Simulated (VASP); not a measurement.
# C32O (a cell with a defect) in VASP: a series of runs, part 2 of 2

VASP 6.6.1. The steps go on from the part before.

### Step 3. Single point, PBE+D3(BJ)

Input file INCAR:

```
PREC = Accurate
ENCUT = 520
EDIFF = 1E-7
ISMEAR = 0
SIGMA = 0.02
LREAL = Auto
LASPH = True
NELM = 60
ALGO = Normal
ISIF = 2
LWAVE = False
LCHARG = True
GGA = PE
IVDW = 12
LELF = True
LVHAR = True
NBANDS = 89
```

Input file KPOINTS:

```
Automatic mesh
0
Gamma
  2 2 2
  0.5 0.5 0.5
```

Input file POSCAR:

```
C32O
1.0
    5.6709571555      0.0000000000     -3.4026574436
   -2.8677434780     -4.9298468454     -3.3594911955
   -2.8677434780      4.9298468454     -3.3594911955
C O
32 1
Direct
    0.4170853304      0.0420348227      0.5412387690
    0.6488257717      0.7755485847      0.5238738291
    0.9005165470      0.5238975309      0.5239119329
    0.4161385346      0.2911603965      0.2911632364
    0.1670350832      0.2920833199      0.5412261510
    0.6662467109      0.0420693642      0.2921245969
    0.9147995857      0.7898211734      0.2907738242
    0.4170612041      0.5412224114      0.0420184651
    0.1670107804      0.5412216868      0.2920745959
    0.6662360569      0.2921110689      0.0420761209
    0.9263834032      0.0589781300      0.0589726532
    0.4157287467      0.7898004717      0.7897870839
    0.1839303993      0.8013257315      0.0589089557
    0.6488640105      0.5238970253      0.7755539304
    0.9147922146      0.2907344821      0.7898013045
    0.1839271626      0.0589115695      0.8013299680
    0.5766633257      0.9514928658      0.4516905236
    0.8168354902      0.6918850725      0.4392021719
    0.0764805094      0.4517249471      0.4517166304
    0.5840301279      0.2094504842      0.2094425732
    0.3344102771      0.2094287872      0.4590136199
    0.8382822657      0.9657953254      0.2154908807
    0.0907364822      0.7132420045      0.2154316106
    0.5766942350      0.4517274418      0.9515038197
    0.3343848799      0.4589841714      0.2093940647
    0.8382683447      0.2154385680      0.9657730340
    0.0752220514      0.9502844140      0.9502736632
    0.5641162467      0.6918533213      0.6918492644
    0.3404204751      0.7132410631      0.9657312599
    0.8168396426      0.4392068668      0.6918851018
    0.0907283029      0.2154158711      0.7132297134
    0.3404588961      0.9657451584      0.7132442108
    0.9371408903      0.8120641860      0.8121319366
```

Potentials or basis: VASP PAW PBE potentials, release 64 (C, O).

Launch:

```sh
$ cat potpaw_PBE.64/C/POTCAR potpaw_PBE.64/O/POTCAR > POTCAR
$ mpirun -np 1 vasp_std > vasp.out
```

OUTCAR:

```text
PREC = Accurate
   ENCUT = 520
   EDIFF = 1E-7
   ISMEAR = 0
   LREAL = Auto
   LASPH = True
   NELM = 60
   ISIF = 2
   GGA = PE
   IVDW = 12
 IVDW          = 12

 ion  position               nearest neighbor table
   1  0.417  0.042  0.541-  32 1.42  21 1.42  17 1.42
   2  0.649  0.776  0.524-  17 1.42  28 1.44  18 1.44
   3  0.901  0.524  0.524-  19 1.42  30 1.44  18 1.44
   4  0.416  0.291  0.291-  21 1.42  25 1.42  20 1.42
[... 603 lines left out ...]
  -------------------------------------------------------------------------------------
  Total       3.35481     3.29022     5.45805    -0.00635     0.00199    -0.00084
  in kB      18.92253    18.55822    30.78574    -0.03584     0.01122    -0.00474
  external pressure =       22.76 kB  Pullay stress =        0.00 kB

 VOLUME and BASIS-vectors are now :
 -----------------------------------------------------------------------------
  energy-cutoff  :      520.00
  volume of cell :      284.05
      direct lattice vectors                 reciprocal lattice vectors
     5.670957156  0.000000000 -3.402657444     0.116610618  0.000000000 -0.099541663
    -2.867743478 -4.929846845 -3.359491195    -0.059054477 -0.101423029 -0.098421722
    -2.867743478  4.929846845 -3.359491195    -0.059054477  0.101423029 -0.098421722

 POSITION                                       TOTAL-FORCE (eV/Angst)
 -----------------------------------------------------------------------------------
      0.69259      2.46100     -3.37870        -0.003222     -0.008962      0.002088
     -0.04695     -1.24072     -6.57313         0.007576      0.011708     -0.001272
      2.10194      0.00007     -6.58426        -0.007294     -0.004746     -0.007436
      0.68995      0.00001     -3.37229        -0.004869     -0.002096     -0.003353
     -1.44247      1.22824     -3.36786        -0.002417     -0.004109      0.003319
      2.81987      1.23273     -3.38973        -0.002191     -0.001668      0.001749
[... 25 lines left out ...]
     -2.88418     -1.24479     -6.79902        -0.012355     -0.001759     -0.000764
      0.65671      0.00033     -8.64524         0.000098     -0.000507      0.240248
 -----------------------------------------------------------------------------------
    total drift:                               -0.038227      0.000611     -0.029319

  FREE ENERGIE OF THE ION-ELECTRON SYSTEM (eV)
  ---------------------------------------------------
  free  energy   TOTEN  =      -302.4238825257 eV

  energy  without entropy=     -302.4238825257  energy(sigma->0) =     -302.42388253
```

OSZICAR:

```text
N       E                     dE             d eps       ncg     rms          rms(c)
DAV:   1     0.562723080020E+03    0.56272E+03   -0.68789E+04   712   0.141E+03
DAV:   2    -0.262847958705E+03   -0.82557E+03   -0.78646E+03   868   0.298E+02
DAV:   3    -0.314743233067E+03   -0.51895E+02   -0.51274E+02   856   0.745E+01
[... 12 lines left out ...]
DAV:  16    -0.297262265642E+03    0.25986E-04   -0.74565E-05   808   0.254E-02    0.421E-02
DAV:  17    -0.297262243210E+03    0.22432E-04   -0.66773E-05   824   0.253E-02    0.801E-03
DAV:  18    -0.297262243577E+03   -0.36677E-06   -0.11089E-05   808   0.101E-02    0.194E-03
DAV:  19    -0.297262243855E+03   -0.27831E-06   -0.44492E-07   736   0.215E-03    0.148E-03
DAV:  20    -0.297262243796E+03    0.59652E-07   -0.57021E-07   632   0.240E-03
   1 F= -.30242388E+03 E0= -.30242388E+03  d E =-.196348E-29
```

stdout:

```text
POSCAR found type information on POSCAR C O
 POSCAR found :  2 types and      33 ions
 scaLAPACK will be used
 LDA part: xc-table for (Slater+PW92), standard interpolation
 POSCAR, INCAR and KPOINTS ok, starting setup
 FFT: planning ... GRIDC
 FFT: planning ... GRID_SOFT
 FFT: planning ... GRID
 WAVECAR not read
 entering main loop
```

It took 3.2 min on 1 thread of Intel Xeon Platinum 8488C (Sapphire Rapids), shared host; peak memory 0.35 GiB.

What came out:

```yaml
Free_energy: -302.4239 eV
Pressure: 2.3 GPa
Largest_force: 0.240 eV/Å
Band_gap_on_the_k_mesh: 0.57 eV
Dispersion_energy_per_atom: -0.156 eV
```

Forces in eV/Å, atoms in the order of the input:
```
C   -0.003 -0.009  0.002
C    0.008  0.012 -0.001
C   -0.007 -0.005 -0.007
C   -0.005 -0.002 -0.003
C   -0.002 -0.004  0.003
C   -0.002 -0.002  0.002
C    0.002  0.003  0.002
C   -0.001  0.004  0.001
C    0.003  0.001  0.002
C    0.002 -0.007  0.001
C    0.022  0.005 -0.010
C    0.003  0.004  0.006
C   -0.009 -0.023 -0.019
C    0.001 -0.011  0.001
C   -0.005 -0.005  0.001
C   -0.001  0.020 -0.019
C   -0.005 -0.008 -0.008
C   -0.009  0.005  0.008
C    0.012  0.004 -0.004
C    0.004  0.004  0.007
C   -0.004  0.005  0.007
C    0.010 -0.010  0.000
C    0.006 -0.003 -0.004
C   -0.005  0.014 -0.006
C   -0.008 -0.003  0.006
C    0.003  0.002 -0.002
C   -0.003  0.004 -0.212
C    0.002 -0.001  0.004
C   -0.001  0.002 -0.001
C   -0.004  0.001  0.009
C    0.009  0.002 -0.005
C   -0.012 -0.002 -0.001
O    0.000 -0.001  0.240
```
